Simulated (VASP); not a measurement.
# ScW3 (Pm-3m) in VASP: a series of runs

ScW3 is run at these levels: PBE; tasks: single point, relaxation of cell and atoms.

Everything below comes from runs of VASP 6.6.1. Logs are shortened: lines on timing, memory, paths and dates and some standing lists are left out, and cuts for length are marked.

## Step 1: The cell of the first run

It takes space group Pm-3m (No. 221, cubic). The conventional cell has a = 4.109 Å, b = 4.109 Å, c = 4.109 Å, α = 90.00°, β = 90.00°, γ = 90.00°. Sc (site symmetry m-3m) has 12 W at 2.91 Å within 3.8 Å. Within 3.8 Å of W (site symmetry 4/mmm) lie 4 Sc at 2.91 Å and 8 W at 2.91 Å.

## Step 2: Single point, PBE

File INCAR:

```
SYSTEM = ScW3
ALGO = Fast ; EDIFF = 1E-6
ENCUT = 520 ; GGA = PE
ISIF = 2 ; ISMEAR = 0
LASPH = .TRUE. ; LCHARG = .TRUE.
LELF = .TRUE. ; LREAL = .FALSE.
LVHAR = .TRUE. ; LWAVE = .FALSE.
NBANDS = 34 ; NELM = 60
PREC = Accurate ; SIGMA = 0.1
```

File KPOINTS:

```
k-points
0
G
  4 4 4
  0 0 0
```

File POSCAR:

```
ScW3
1.0
    4.1089523919      0.0000000000      0.0000000000
    0.0000000000      4.1089523919      0.0000000000
    0.0000000000      0.0000000000      4.1089523919
Sc W
1 3
Direct
    0.0000000000      0.0000000000      0.0000000000
    0.0000000000      0.5000000000      0.5000000000
    0.5000000000      0.5000000000      0.0000000000
    0.5000000000      0.0000000000      0.5000000000
```

Potentials or basis: VASP PAW PBE potentials, release 64 (Sc_sv, W_sv).

The run is started by

```console
$ cat potpaw_PBE.64/Sc_sv/POTCAR potpaw_PBE.64/W_sv/POTCAR > POTCAR
$ mpirun -np 1 vasp_std > vasp.out
```

OUTCAR:

```text
SYSTEM = ScW3
   EDIFF = 1E-6
   ENCUT = 520
   GGA = PE
   ISIF = 2
   ISMEAR = 0
   LASPH = .TRUE.
   LREAL = .FALSE.
   NELM = 60
   PREC = Accurate

 ion  position               nearest neighbor table
   1  0.000  0.000  0.000-   2 2.91   3 2.91   4 2.91   2 2.91   4 2.91   2 2.91   3 2.91   2 2.91
                             3 2.91   4 2.91   4 2.91   3 2.91
   2  0.000  0.500  0.500-   1 2.91   3 2.91   4 2.91   1 2.91   3 2.91   1 2.91   4 2.91   1 2.91
                             3 2.91   4 2.91   3 2.91   4 2.91
   3  0.500  0.500  0.000-   1 2.91   2 2.91   4 2.91   2 2.91   4 2.91   1 2.91   4 2.91   4 2.91
                             1 2.91   2 2.91   2 2.91   1 2.91
   4  0.500  0.000  0.500-   1 2.91   2 2.91   3 2.91   1 2.91   3 2.91   2 2.91   3 2.91   3 2.91
                             1 2.91   2 2.91   1 2.91   2 2.91

  LATTYP: Found a simple cubic cell.
 ALAT       =     4.1089523919

  Lattice vectors:

 A1 = (   4.1089523919,   0.0000000000,   0.0000000000)
 A2 = (   0.0000000000,   4.1089523919,   0.0000000000)
 A3 = (   0.0000000000,   0.0000000000,   4.1089523919)

Analysis of symmetry for initial positions (statically):
=====================================================================
 Subroutine PRICEL returns:
 Original cell was already a primitive cell.

 Routine SETGRP: Setting up the symmetry group for a
 simple cubic supercell.

 Subroutine GETGRP returns: Found 48 space group operations
 (whereof 48 operations were pure point group operations)
 out of a pool of 48 trial point group operations.

The static configuration has the point symmetry O_h .

Analysis of symmetry for dynamics (positions and initial velocities):
=====================================================================
 Subroutine PRICEL returns:
 Original cell was already a primitive cell.

 Routine SETGRP: Setting up the symmetry group for a
 simple cubic supercell.

 Subroutine GETGRP returns: Found 48 space group operations
 (whereof 48 operations were pure point group operations)
 out of a pool of 48 trial point group operations.

The dynamic configuration has the point symmetry O_h .

 Subroutine INISYM returns: Found 48 space group operations
 (whereof 48 operations are pure point group operations),
 and found     1 'primitive' translations

----------------------------------------------------------------------------------------

                                     Primitive cell

  volume of cell :      69.3735

  direct lattice vectors                    reciprocal lattice vectors
     4.108952392  0.000000000  0.000000000     0.243371036  0.000000000  0.000000000
     0.000000000  4.108952392  0.000000000     0.000000000  0.243371036  0.000000000
     0.000000000  0.000000000  4.108952392     0.000000000  0.000000000  0.243371036

  length of vectors
     4.108952392  4.108952392  4.108952392     0.243371036  0.243371036  0.243371036

  position of ions in fractional coordinates (direct lattice)
     0.000000000  0.000000000  0.000000000
     0.000000000  0.500000000  0.500000000
     0.500000000  0.500000000  0.000000000
     0.500000000  0.000000000  0.500000000

  ion indices of the primitive-cell ions
   primitive index   ion index
                 1           1
                 2           2
                 3           3
                 4           4

----------------------------------------------------------------------------------------

 KPOINTS: k-points

Automatic generation of k-mesh.
 Grid dimensions read from file:
 generate k-points for:    4    4    4

 Generating k-lattice:

  Cartesian coordinates                     Fractional coordinates (reciprocal lattice)
     0.060842759  0.000000000  0.000000000     0.250000000  0.000000000  0.000000000
     0.000000000  0.060842759  0.000000000     0.000000000  0.250000000  0.000000000
     0.000000000  0.000000000  0.060842759     0.000000000  0.000000000  0.250000000

  Length of vectors
     0.060842759  0.060842759  0.060842759

  Shift w.r.t. Gamma in fractional coordinates (k-lattice)
     0.000000000  0.000000000  0.000000000

 Subroutine IBZKPT returns following result:
 ===========================================

 Found     10 irreducible k-points:

 Following reciprocal coordinates:
            Coordinates               Weight
  0.000000  0.000000  0.000000      1.000000
  0.250000  0.000000  0.000000      6.000000
  0.500000  0.000000  0.000000      3.000000
  0.250000  0.250000  0.000000     12.000000
  0.500000  0.250000  0.000000     12.000000
  0.500000  0.500000  0.000000      3.000000
  0.250000  0.250000  0.250000      8.000000
  0.500000  0.250000  0.250000     12.000000
  0.500000  0.500000  0.250000      6.000000
  0.500000  0.500000  0.500000      1.000000
   k-points           NKPTS =     10   k-points in BZ     NKDIM =     10   number of bands    NBANDS=     34
   number of dos      NEDOS =    301   number of ions     NIONS =      4
   total plane-waves  NPLWV =  32768
   dimension x,y,z NGX =    32 NGY =   32 NGZ =   32
   dimension x,y,z NGXF=    64 NGYF=   64 NGZF=   64
   ions per type =               1   3
   NGX,Y,Z   is equivalent  to a cutoff of  12.95, 12.95, 12.95 a.u.
   NGXF,Y,Z  is equivalent  to a cutoff of  25.89, 25.89, 25.89 a.u.
 SYSTEM =  ScW3
   PREC   = accura    normal or accurate (medium, high low for compatibility)
   ISTART =      0    job   : 0-new  1-cont  2-samecut
   ICHARG =      2    charge: 1-file 2-atom 10-const
   ISPIN  =      1    spin polarized calculation?
   LNONCOLLINEAR =      F non collinear calculations
   LSORBIT =      F    spin-orbit coupling
   LASPH  =      T    aspherical Exc in radial PAW
   ENCUT  =  520.0 eV  38.22 Ry    6.18 a.u.   7.64  7.64  7.64*2*pi/ulx,y,z
   NELM   =     60;   NELMIN=  2; NELMDL= -5     # of ELM steps
   EDIFF  = 0.1E-05   stopping-criterion for ELM
   LREAL  =      F    real-space projection
   EDIFFG = 0.1E-04   stopping-criterion for IOM
   NSW    =      0    number of steps for IOM
   IBRION =     -1    ionic relax: 0-MD 1-quasi-New 2-CG
   NFREE  =      0    steps in history (QN), initial steepest desc. (CG)
   ISIF   =      2    stress and relaxation
   ISYM   =      2    0-nonsym 1-usesym 2-fastsym
   POTIM  = 0.5000    time-step for ionic-motion
   TEBEG  =    0.0;   TEEND  =   0.0 temperature during run
   PSTRESS=    0.0 pullay stress
   NELECT =      53.0000    total number of electrons
   NUPDOWN=      -1.0000    fix difference up-down
   EMIN   =  10.00;   EMAX   =-10.00  energy-range for DOS
   EFERMI =   0.00;   METHOD = LEGACY
   ISMEAR =     0;   SIGMA  =   0.10  broadening in eV -4-tet -1-fermi 0-gaus
   EFERMI_NEDOS =   21; number of points for ismear=-14 and -15
   IALGO  =     68    algorithm
   IMIX   =      4    mixing-type and parameters
     AMIX     =   0.40;   BMIX     =  1.00
     AMIX_MAG =   1.60;   BMIX_MAG =  1.00
  volume/ion in A,a.u.               =      17.34       117.04
  Fermi-wavevector in a.u.,A,eV,Ry     =   1.496588  2.828142 30.474010  2.239777
  Thomas-Fermi vector in A             =   2.608585
   LORBIT       =      0    0 simple, 1 ext, 2 COOP (PROOUT), +10 PAW based schemes
   GGA     = PE    functional components
   LHFCALC =     F    Hartree Fock is set to
   AEXX    =    0.0000 exact exchange contribution
   IVDW    =     0    specifies the selected vdW correction
   LEPSILON=     F    determine dielectric tensor
   LRPA    =     F    only Hartree local field effects (RPA)
 non-spin polarized calculation
 RMM-DIIS sequential band-by-band and
 Gauss-broadening in eV      SIGMA  =   0.10
  energy-cutoff  :      520.00
  volume of cell :       69.37
 maximum number of plane-waves:      1888
 NGX is ok and might be reduce to    32
   NGX = 15   NGY = 15   NGZ = 15

 number of electron      53.0000006 magnetization

 Free energy of the ion-electron system (eV)
  ---------------------------------------------------
  ext. energy  EPLUGINS =         0.00000000
  ---------------------------------------------------
  free energy    TOTEN  =       -42.86703836 eV

  energy without entropy =      -42.84748271  energy(sigma->0) =      -42.85726053

 E-fermi :   8.8542     XC(G=0): -12.7012

 val. band max:        8.7702902820   @ k =   0.2500   0.2500   0.0000
 cond. band min:       8.8969861592   @ k =   0.5000   0.2500   0.2500
 fundamental gap:      0.1266958772
 Fermi energy:         8.8541739269

 k-point     1 :       0.0000    0.0000    0.0000
  band No.  band energies     occupation
      1     -64.9409      2.00000
      2     -64.8583      2.00000
      3     -64.8583      2.00000
      4     -39.5891      2.00000
      5     -29.4251      2.00000
      6     -29.4251      2.00000
[... 26 lines left out ...]
     33      14.0401      0.00000
     34      14.0764      0.00000

 k-point     2 :       0.2500    0.0000    0.0000
  band No.  band energies     occupation
      1     -64.9305      2.00000
      2     -64.8688      2.00000
      3     -64.8582      2.00000
      4     -39.5898      2.00000
      5     -29.3737      2.00000
      6     -29.3737      2.00000
[... 26 lines left out ...]
     33      12.9226      0.00000
     34      13.0250      0.00000

 k-point     3 :       0.5000    0.0000    0.0000
  band No.  band energies     occupation
      1     -64.9133      2.00000
      2     -64.8858      2.00000
      3     -64.8581      2.00000
      4     -39.5904      2.00000
      5     -29.3035      2.00000
      6     -29.3035      2.00000
[... 26 lines left out ...]
     33      11.5828      0.00000
     34      11.8328      0.00000

 k-point     4 :       0.2500    0.2500    0.0000
  band No.  band energies     occupation
      1     -64.9211      2.00000
      2     -64.8720      2.00000
      3     -64.8642      2.00000
      4     -39.5899      2.00000
      5     -29.3976      2.00000
      6     -29.3193      2.00000
[... 26 lines left out ...]
     33      12.6285      0.00000
     34      12.7283      0.00000

 k-point     5 :       0.5000    0.2500    0.0000
  band No.  band energies     occupation
      1     -64.9052      2.00000
      2     -64.8857      2.00000
      3     -64.8662      2.00000
      4     -39.5900      2.00000
      5     -29.3379      2.00000
      6     -29.2836      2.00000
[... 26 lines left out ...]
     33      11.3643      0.00000
     34      12.0794      0.00000

 k-point     6 :       0.5000    0.5000    0.0000
  band No.  band energies     occupation
      1     -64.8857      2.00000
      2     -64.8856      2.00000
      3     -64.8856      2.00000
      4     -39.5896      2.00000
      5     -29.3654      2.00000
      6     -29.3599      2.00000
[... 26 lines left out ...]
     33      11.0015      0.00000
     34      11.9345      0.00000

 k-point     7 :       0.2500    0.2500    0.2500
  band No.  band energies     occupation
      1     -64.9133      2.00000
      2     -64.8719      2.00000
      3     -64.8719      2.00000
      4     -39.5895      2.00000
      5     -29.4674      2.00000
      6     -29.2522      2.00000
[... 26 lines left out ...]
     33      12.2294      0.00000
     34      12.2354      0.00000

 k-point     8 :       0.5000    0.2500    0.2500
  band No.  band energies     occupation
      1     -64.8994      2.00000
      2     -64.8856      2.00000
      3     -64.8718      2.00000
      4     -39.5891      2.00000
      5     -29.4688      2.00000
      6     -29.2953      2.00000
[... 26 lines left out ...]
     33      12.6668      0.00000
     34      12.8391      0.00000

 k-point     9 :       0.5000    0.5000    0.2500
  band No.  band energies     occupation
      1     -64.8856      2.00000
      2     -64.8856      2.00000
      3     -64.8856      2.00000
      4     -39.5882      2.00000
      5     -29.5289      2.00000
      6     -29.3665      2.00000
[... 26 lines left out ...]
     33      12.3726      0.00000
     34      13.0778      0.00000

 k-point    10 :       0.5000    0.5000    0.5000
  band No.  band energies     occupation
      1     -64.8855      2.00000
      2     -64.8855      2.00000
      3     -64.8855      2.00000
      4     -39.5867      2.00000
      5     -29.6301      2.00000
      6     -29.3731      2.00000
[... 26 lines left out ...]
     33      13.4500      0.00000
     34      13.8586      0.00000

------------------------ aborting loop because EDIFF is reached ----------------------------------------

  FORCE on cell =-STRESS in cart. coord.  units (eV):
  Direction    XX          YY          ZZ          XY          YZ          ZX
  --------------------------------------------------------------------------------------
  -------------------------------------------------------------------------------------
  Total        0.1111204      0.1111204      0.1111204      0.0000000      0.0000000     -0.0000000
  in kB        2.5663213      2.5663213      2.5663213      0.0000000      0.0000000     -0.0000000
  external PRESSURE =       2.5663213 kB  Pullay stress =       0.0000000 kB

 VOLUME and BASIS-vectors are now :
 -----------------------------------------------------------------------------
  energy-cutoff  :      520.00
  volume of cell :       69.37
      direct lattice vectors                 reciprocal lattice vectors
     4.108952392  0.000000000  0.000000000     0.243371036  0.000000000  0.000000000
     0.000000000  4.108952392  0.000000000     0.000000000  0.243371036  0.000000000
     0.000000000  0.000000000  4.108952392     0.000000000  0.000000000  0.243371036

 POSITION                                       TOTAL-FORCE (eV/Angst)
 -----------------------------------------------------------------------------------
      0.00000      0.00000      0.00000         0.000000      0.000000      0.000000
      0.00000      2.05448      2.05448         0.000000      0.000000      0.000000
      2.05448      2.05448      0.00000         0.000000      0.000000      0.000000
      2.05448      0.00000      2.05448         0.000000      0.000000      0.000000
 -----------------------------------------------------------------------------------
    total drift:                                0.000000     -0.000000     -0.000000

  FREE ENERGIE OF THE ION-ELECTRON SYSTEM (eV)
  ---------------------------------------------------
  free  energy   TOTEN  =       -42.8670383560 eV

  energy  without entropy=      -42.8474827097  energy(sigma->0) =      -42.85726053
```

Run time: 61 s. Hardware: 1 thread of Oxide Virtual Turin-like, shared host; peak memory 0.14 GiB.

What came out:

| Quantity | Value |
| --- | --- |
| Free energy | -42.8670 eV |
| Pressure | 0.3 GPa |

Levels at points of the mesh, in eV from the Fermi level:
```tsv
k point	band 24	band 25	band 26	band 27	band 28	band 29
(0.00, 0.00, 0.00)	0.11	0.11	0.11	2.74	2.74	2.95
(0.50, 0.00, 0.00)	-1.49	-1.25	-1.25	-0.11	0.31	1.18
(0.50, 0.50, 0.00)	-1.70	-1.21	-1.21	-1.06	-0.13	0.74
(0.50, 0.50, 0.50)	-0.10	-0.10	-0.10	0.37	0.63	0.63
```

Caveat: the k points lie up to 0.38 Å⁻¹ apart; spin-orbit coupling is left out, which moves the levels of the heavy elements.

## Step 3: Single point, PBE

This run uses another cell than the first one, of 19.56 Å³/atom, 1.128 times its volume.

File INCAR:

```
SYSTEM = ScW3
PREC = Accurate ; ENCUT = 520
EDIFF = 1E-6 ; ISMEAR = 0
SIGMA = 0.1 ; LREAL = .False.
LASPH = .True. ; NELM = 60
ALGO = Normal ; ISIF = 2
LWAVE = .False. ; LCHARG = .False.
GGA = PE ; NBANDS = 34
```

File KPOINTS:

```
regular mesh
0
Gamma
  4 4 4
  0 0 0
```

File POSCAR:

```
ScW3
1.0
    4.2772666300      0.0000000000      0.0000000000
    0.0000000000      4.2772666300      0.0000000000
    0.0000000000      0.0000000000      4.2772666300
Sc W
1 3
Direct
    0.0000000000      0.0000000000      0.0000000000
    0.0000000000      0.5000000000      0.5000000000
    0.5000000000      0.5000000000      0.0000000000
    0.5000000000      0.0000000000      0.5000000000
```

Potentials or basis: VASP PAW PBE potentials, release 64 (Sc_sv, W_sv).

The run is started by

```console
$ cat potpaw_PBE.64/Sc_sv/POTCAR potpaw_PBE.64/W_sv/POTCAR > POTCAR
$ mpirun -np 1 vasp_std > vasp.out
```

Wall time 52 s (1 thread of Oxide Virtual Turin-like, shared host); peak memory 0.15 GiB.

The run converged. Its results:

- Free energy: -42.2870 eV
- Pressure: -19.2 GPa

Levels at points of the mesh, in eV from the Fermi level:
| k point | band 22 | band 23 | band 24 | band 25 | band 26 | band 27 | band 28 | band 29 | band 30 | band 31 |
| --- | --- | --- | --- | --- | --- | --- | --- | --- | --- | --- |
| (0.00, 0.00, 0.00) | -3.18 | -3.18 | 0.11 | 0.11 | 0.11 | 2.31 | 2.31 | 2.37 | 2.37 | 2.37 |
| (0.50, 0.00, 0.00) | -1.69 | -1.69 | -1.22 | -1.14 | -1.14 | -0.12 | 0.28 | 0.97 | 1.22 | 1.22 |
| (0.50, 0.50, 0.00) | -1.64 | -1.45 | -1.45 | -1.06 | -1.06 | -0.86 | -0.04 | 0.64 | 0.68 | 0.68 |
| (0.50, 0.50, 0.50) | -0.67 | -0.67 | -0.05 | -0.05 | -0.05 | 0.12 | 0.43 | 0.43 | 0.43 | 0.59 |

Caveat: the k points lie up to 0.37 Å⁻¹ apart; spin-orbit coupling is left out, which moves the levels of the heavy elements.

## Step 4: Relaxation of cell and atoms, PBE

This run uses another cell than the first one, of 19.56 Å³/atom, 1.128 times its volume.

File INCAR:

```
PREC = Accurate
ENCUT = 600
EDIFF = 1E-6
ISMEAR = 0
SIGMA = 0.1
LREAL = False
LASPH = True
NELM = 60
ALGO = Normal
ISIF = 3
LWAVE = False
LCHARG = False
GGA = PE
IBRION = 2
NSW = 90
EDIFFG = -0.04
```

File KPOINTS:

```
Automatic mesh
0
Gamma
  4 4 4
```

POSCAR is that of step 3.

The run is started by

```console
$ cat potpaw_PBE.64/Sc_sv/POTCAR potpaw_PBE.64/W_sv/POTCAR > POTCAR
$ mpirun -np 1 vasp_std > vasp.out
```

It took 2.9 min on 1 thread of Oxide Virtual Turin-like, shared host; peak memory 0.2 GiB.

Results (log left out):

| Property | Result |
| --- | --- |
| Free energy | -42.8688 eV |
| Relaxed volume | 17.37 Å³/atom |
| Relaxed cell | a = 4.111 Å, b = 4.111 Å, c = 4.111 Å, α = 90.00°, β = 90.00°, γ = 90.00° |
| Space group after relaxing (to 0.05 Å) | Pm-3m (No. 221) |
| Energy gained by relaxing | 145.3 meV/atom |
| Ionic steps | 5 |
| Pressure after relaxing | 0.1 GPa |

The path:
```csv
step,energy change (eV),largest force (eV/Å),pressure (GPa),volume (Å³)
1,0.0000,0.0000,-19.20,78.25
2,2.3704,0.0000,76.54,54.59
3,-0.5766,0.0000,-2.08,70.20
4,-0.5811,0.0000,-0.44,69.63
5,-0.5813,0.0000,0.05,69.46
```

Final structure:
```yaml
crystal:
  lattice:
    - [4.11073, 0.00000, 0.00000]
    - [0.00000, 4.11073, 0.00000]
    - [0.00000, 0.00000, 4.11073]
  atoms:
    - { symbol: Sc, position: [0.00000, 0.00000, 0.00000] }
    - { symbol: W, position: [0.00000, 0.50000, 0.50000] }
    - { symbol: W, position: [0.50000, 0.50000, 0.00000] }
    - { symbol: W, position: [0.50000, 0.00000, 0.50000] }
```

Levels at points of the mesh, in eV from the Fermi level:
| k point | band 24 | band 25 | band 26 | band 27 | band 28 | band 29 |
| --- | --- | --- | --- | --- | --- | --- |
| (0.00, 0.00, 0.00) | 0.11 | 0.11 | 0.11 | 2.74 | 2.74 | 2.94 |
| (0.50, 0.00, 0.00) | -1.49 | -1.25 | -1.25 | -0.11 | 0.31 | 1.17 |
| (0.50, 0.50, 0.00) | -1.69 | -1.21 | -1.21 | -1.06 | -0.13 | 0.74 |
| (0.50, 0.50, 0.50) | -0.10 | -0.10 | -0.10 | 0.37 | 0.63 | 0.63 |

Caveat: the k points lie up to 0.38 Å⁻¹ apart in the final cell; spin-orbit coupling is left out, which moves the levels of the heavy elements.

## Step 5: Overview

| task | cell | cutoff (eV) | gap on the mesh (eV) | pressure (GPa) |
| --- | --- | --- | --- | --- |
| single point | a = 4.109 Å, 4 atoms | 520 | none | 0.3 |
| single point | a = 4.277 Å, 4 atoms | 520 | none | -19.2 |
| relaxation of cell and atoms | relaxed from a = 4.277 Å, 4 atoms | 600 | none | 0.1 |

Alike in all rows: level PBE; potentials or basis VASP PAW PBE potentials, release 64 (Sc_sv, W_sv); no spin polarisation; k mesh 4 × 4 × 4; smearing gaussian 0.1 eV.

Caveats: all runs use coarse meshes; spin-orbit coupling is left out, which moves the levels of the heavy elements.

Absolute energies hang on the potentials; compare differences alone.
